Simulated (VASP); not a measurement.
# Al (Im-3m) in VASP: a series of runs, part 2 of 2

VASP 6.6.1. The steps go on from the part before.

## 4. Single point, PBEsol (strain +0.015 along x and y, +0.015 along z)

The input, INCAR:

```
ALGO     = Normal         # electronic algorithm
EDIFF    = 1E-7           # SCF threshold, eV
ENCUT    = 520            # plane-wave cutoff, eV
GGA      = PS             # functional
ISIF     = 2              # what is computed and relaxed
ISMEAR   = 0              # smearing method
LASPH    = T              # aspherical terms in the spheres
LCHARG   = T              # write CHGCAR
LELF     = T              # ELF
LREAL    = F              # projectors in reciprocal space
LVHAR    = T            
LWAVE    = F              # write WAVECAR
NBANDS   = 8              # bands
NELM     = 100            # most SCF steps
PREC     = Accurate       # precision mode
SIGMA    = 0.15           # smearing width, eV
```

The input, KPOINTS:

```
k-points
0
Gamma
  20 20 20
```

The input, POSCAR:

```
Al
1.0
   -1.6150869704      1.6150869704      1.6150869704
    1.6150869704     -1.6150869704      1.6150869704
    1.6150869704      1.6150869704     -1.6150869704
Al
1
Direct
    0.0000000000      0.0000000000      0.0000000000
```

Potentials or basis: VASP PAW PBE potentials, release 64 (Al).

Launch:

```sh
$ cat potpaw_PBE.64/Al/POTCAR > POTCAR
$ mpirun -np 1 vasp_std > vasp.out
```

OUTCAR:

```text
EDIFF = 1E-7
   ENCUT = 520
   GGA = PS
   ISIF = 2
   ISMEAR = 0
   LASPH = T
   LREAL = F
   NELM = 100
   PREC = Accurate

 ion  position               nearest neighbor table
   1  0.000  0.000  0.000-

  LATTYP: Found a body centered cubic cell.
 ALAT       =     3.2301739408

  Lattice vectors:

 A1 = (  -1.6150869704,   1.6150869704,   1.6150869704)
 A2 = (   1.6150869704,  -1.6150869704,   1.6150869704)
 A3 = (   1.6150869704,   1.6150869704,  -1.6150869704)

Analysis of symmetry for initial positions (statically):
=====================================================================
 Subroutine PRICEL returns:
 Original cell was already a primitive cell.

 Routine SETGRP: Setting up the symmetry group for a
 body centered cubic supercell.

 Subroutine GETGRP returns: Found 48 space group operations
 (whereof 48 operations were pure point group operations)
 out of a pool of 48 trial point group operations.

The static configuration has the point symmetry O_h .

Analysis of symmetry for dynamics (positions and initial velocities):
=====================================================================
 Subroutine PRICEL returns:
 Original cell was already a primitive cell.

 Routine SETGRP: Setting up the symmetry group for a
 body centered cubic supercell.

 Subroutine GETGRP returns: Found 48 space group operations
 (whereof 48 operations were pure point group operations)
 out of a pool of 48 trial point group operations.

The dynamic configuration has the point symmetry O_h .

 Subroutine INISYM returns: Found 48 space group operations
 (whereof 48 operations are pure point group operations),
 and found     1 'primitive' translations

----------------------------------------------------------------------------------------

                                     Primitive cell

  volume of cell :      16.8519

  direct lattice vectors                    reciprocal lattice vectors
    -1.615086970  1.615086970  1.615086970     0.000000000  0.309580852  0.309580852
     1.615086970 -1.615086970  1.615086970     0.309580852  0.000000000  0.309580852
     1.615086970  1.615086970 -1.615086970     0.309580852  0.309580852  0.000000000

  length of vectors
     2.797412691  2.797412691  2.797412691     0.437813439  0.437813439  0.437813439

  position of ions in fractional coordinates (direct lattice)
     0.000000000  0.000000000  0.000000000

  ion indices of the primitive-cell ions
   primitive index   ion index
                 1           1

----------------------------------------------------------------------------------------

 KPOINTS: k-points

Automatic generation of k-mesh.
 Grid dimensions read from file:
 generate k-points for:   20   20   20

 Generating k-lattice:

  Cartesian coordinates                     Fractional coordinates (reciprocal lattice)
     0.000000000  0.015479043  0.015479043     0.050000000  0.000000000  0.000000000
     0.015479043  0.000000000  0.015479043     0.000000000  0.050000000  0.000000000
     0.015479043  0.015479043  0.000000000     0.000000000  0.000000000  0.050000000

  Length of vectors
     0.021890672  0.021890672  0.021890672

  Shift w.r.t. Gamma in fractional coordinates (k-lattice)
     0.000000000  0.000000000  0.000000000

 Subroutine IBZKPT returns following result:
 ===========================================

 Found    256 irreducible k-points:

 Following reciprocal coordinates:
            Coordinates               Weight
  0.000000  0.000000  0.000000      1.000000
  0.050000  0.000000  0.000000     12.000000
  0.100000  0.000000  0.000000     12.000000
  0.150000  0.000000  0.000000     12.000000
  0.200000  0.000000  0.000000     12.000000
  0.250000  0.000000  0.000000     12.000000
[... 16 lines left out ...]
  0.200000  0.100000  0.000000     48.000000
  0.250000  0.100000  0.000000     48.000000
 [... further k-points ...]
   k-points           NKPTS =    256   k-points in BZ     NKDIM =    256   number of bands    NBANDS=      8
   number of dos      NEDOS =    301   number of ions     NIONS =      1
   total plane-waves  NPLWV =  13824
   dimension x,y,z NGX =    24 NGY =   24 NGZ =   24
   dimension x,y,z NGXF=    48 NGYF=   48 NGZF=   48
   ions per type =               1
   NGX,Y,Z   is equivalent  to a cutoff of  14.26, 14.26, 14.26 a.u.
   NGXF,Y,Z  is equivalent  to a cutoff of  28.53, 28.53, 28.53 a.u.
 SYSTEM =  unknown system
   PREC   = accura    normal or accurate (medium, high low for compatibility)
   ISTART =      0    job   : 0-new  1-cont  2-samecut
   ICHARG =      2    charge: 1-file 2-atom 10-const
   ISPIN  =      1    spin polarized calculation?
   LNONCOLLINEAR =      F non collinear calculations
   LSORBIT =      F    spin-orbit coupling
   LASPH  =      T    aspherical Exc in radial PAW
   ENCUT  =  520.0 eV  38.22 Ry    6.18 a.u.   5.20  5.20  5.20*2*pi/ulx,y,z
   NELM   =    100;   NELMIN=  2; NELMDL= -5     # of ELM steps
   EDIFF  = 0.1E-06   stopping-criterion for ELM
   LREAL  =      F    real-space projection
   EDIFFG = 0.1E-05   stopping-criterion for IOM
   NSW    =      0    number of steps for IOM
   IBRION =     -1    ionic relax: 0-MD 1-quasi-New 2-CG
   NFREE  =      0    steps in history (QN), initial steepest desc. (CG)
   ISIF   =      2    stress and relaxation
   ISYM   =      2    0-nonsym 1-usesym 2-fastsym
   POTIM  = 0.5000    time-step for ionic-motion
   TEBEG  =    0.0;   TEEND  =   0.0 temperature during run
   PSTRESS=    0.0 pullay stress
   NELECT =       3.0000    total number of electrons
   NUPDOWN=      -1.0000    fix difference up-down
   EMIN   =  10.00;   EMAX   =-10.00  energy-range for DOS
   EFERMI =   0.00;   METHOD = LEGACY
   ISMEAR =     0;   SIGMA  =   0.15  broadening in eV -4-tet -1-fermi 0-gaus
   EFERMI_NEDOS =   21; number of points for ismear=-14 and -15
   IALGO  =     38    algorithm
   IMIX   =      4    mixing-type and parameters
     AMIX     =   0.40;   BMIX     =  1.00
     AMIX_MAG =   1.60;   BMIX_MAG =  1.00
  volume/ion in A,a.u.               =      16.85       113.72
  Fermi-wavevector in a.u.,A,eV,Ry     =   0.920943  1.740330 11.539587  0.848136
  Thomas-Fermi vector in A             =   2.046304
   LORBIT       =      0    0 simple, 1 ext, 2 COOP (PROOUT), +10 PAW based schemes
   GGA     = PS    functional components
   LHFCALC =     F    Hartree Fock is set to
   AEXX    =    0.0000 exact exchange contribution
   IVDW    =     0    specifies the selected vdW correction
   LEPSILON=     F    determine dielectric tensor
   LRPA    =     F    only Hartree local field effects (RPA)
 non-spin polarized calculation
 Gauss-broadening in eV      SIGMA  =   0.15
  energy-cutoff  :      520.00
  volume of cell :       16.85
 maximum number of plane-waves:       470
 NGX is ok and might be reduce to    24
   NGX = 11   NGY = 11   NGZ = 11

 number of electron       3.0000000 magnetization

 Free energy of the ion-electron system (eV)
  ---------------------------------------------------
  ext. energy  EPLUGINS =         0.00000000
  ---------------------------------------------------
  free energy    TOTEN  =        -3.99474466 eV

  energy without entropy =       -3.98981742  energy(sigma->0) =       -3.99228104

 E-fermi :   7.7361     XC(G=0): -10.1839

 val. band max:        7.7088748550   @ k =  -0.4000   0.4000   0.2000
 cond. band min:       7.7405326540   @ k =  -0.4500   0.4500   0.4500
 fundamental gap:      0.0316577990
 Fermi energy:         7.7361400721

 k-point     1 :       0.0000    0.0000    0.0000
  band No.  band energies     occupation
      1      -3.2483      2.00000
      2      20.8480      0.00000
      3      20.8480      0.00000
      4      20.8480      0.00000
      5      22.1051      0.00000
      6      22.1051      0.00000
      7      22.1051      0.00000
      8      23.8551      0.00000

 k-point     2 :       0.0500    0.0000    0.0000
  band No.  band energies     occupation
      1      -3.1774      2.00000
      2      19.8453      0.00000
      3      20.2183      0.00000
      4      20.5488      0.00000
      5      21.8215      0.00000
      6      22.5671      0.00000
      7      22.8530      0.00000
      8      23.1728      0.00000
[... 221 lines left out ...]
 k-point    23 :       0.2000    0.1000    0.0000
  band No.  band energies     occupation
      1      -1.2747      2.00000
      2      12.1492      0.00000
      3      14.6607      0.00000
      4      17.1222      0.00000
      5      20.2960      0.00000
      6      21.9123      0.00000
      7      23.7989      0.00000
      8      26.5315      0.00000

 k-point    24 :       0.2500    0.1000    0.0000
  band No.  band energies     occupation
      1      -0.5066      2.00000
      2      10.2819      0.00000
      3      14.0934      0.00000
      4      16.5904      0.00000
      5      19.7684      0.00000
      6      21.8252      0.00000
      7      24.1102      0.00000
      8      27.5579      0.00000

 [... further k-points ...]
[... 5 lines left out ...]
  --------------------------------------------------------------------------------------
  -------------------------------------------------------------------------------------
  Total       -0.1139923     -0.1139923     -0.1139923     -0.0000000      0.0000000     -0.0000000
  in kB      -10.8377342    -10.8377342    -10.8377342     -0.0000000      0.0000000     -0.0000000
  external PRESSURE =     -10.8377342 kB  Pullay stress =       0.0000000 kB

 VOLUME and BASIS-vectors are now :
 -----------------------------------------------------------------------------
  energy-cutoff  :      520.00
  volume of cell :       16.85
      direct lattice vectors                 reciprocal lattice vectors
    -1.615086970  1.615086970  1.615086970     0.000000000  0.309580852  0.309580852
     1.615086970 -1.615086970  1.615086970     0.309580852  0.000000000  0.309580852
     1.615086970  1.615086970 -1.615086970     0.309580852  0.309580852  0.000000000

 POSITION                                       TOTAL-FORCE (eV/Angst)
 -----------------------------------------------------------------------------------
      0.00000      0.00000      0.00000        -0.000000      0.000000     -0.000000
 -----------------------------------------------------------------------------------
    total drift:                               -0.000000      0.000000      0.000000

  FREE ENERGIE OF THE ION-ELECTRON SYSTEM (eV)
  ---------------------------------------------------
  free  energy   TOTEN  =        -3.9947446563 eV

  energy  without entropy=       -3.9898174185  energy(sigma->0) =       -3.99228104
```

Wall time 35 s (1 thread of AMD EPYC 7R13, shared host); peak memory 0.12 GiB.

What came out:

```yaml
Free_energy: -3.9947 eV
Pressure: -1.1 GPa
Band_gap_on_the_k_mesh: zero (an odd number of electrons rules out a gap without spin polarisation)
```

Caveat: the cell differs from its parent crystal (strain +0.015 along x and y, +0.015 along z); the PAW data sets were made with another functional, which shifts forces and pressure a little.

## 5. Summary

```tsv
cell	gap on the mesh (eV)	pressure (GPa)
a = 2.673 Å, angles 109.5°, 1 atom	none	11.4
a = 2.715 Å, angles 109.5°, 1 atom	none	6.4
a = 2.797 Å, angles 109.5°, 1 atom	none	-1.1
```

Alike in all rows: task single point; level PBEsol; potentials or basis VASP PAW PBE potentials, release 64 (Al); no spin polarisation; k mesh 20 × 20 × 20; cutoff (eV) 520; smearing gaussian 0.15 eV.

Caveats: the PAW data sets were made with another functional, which shifts forces and pressure a little; the cell stands under pressure (at least some runs).

Total energies depend on the potentials used, so only differences within one code and one set of settings carry meaning.
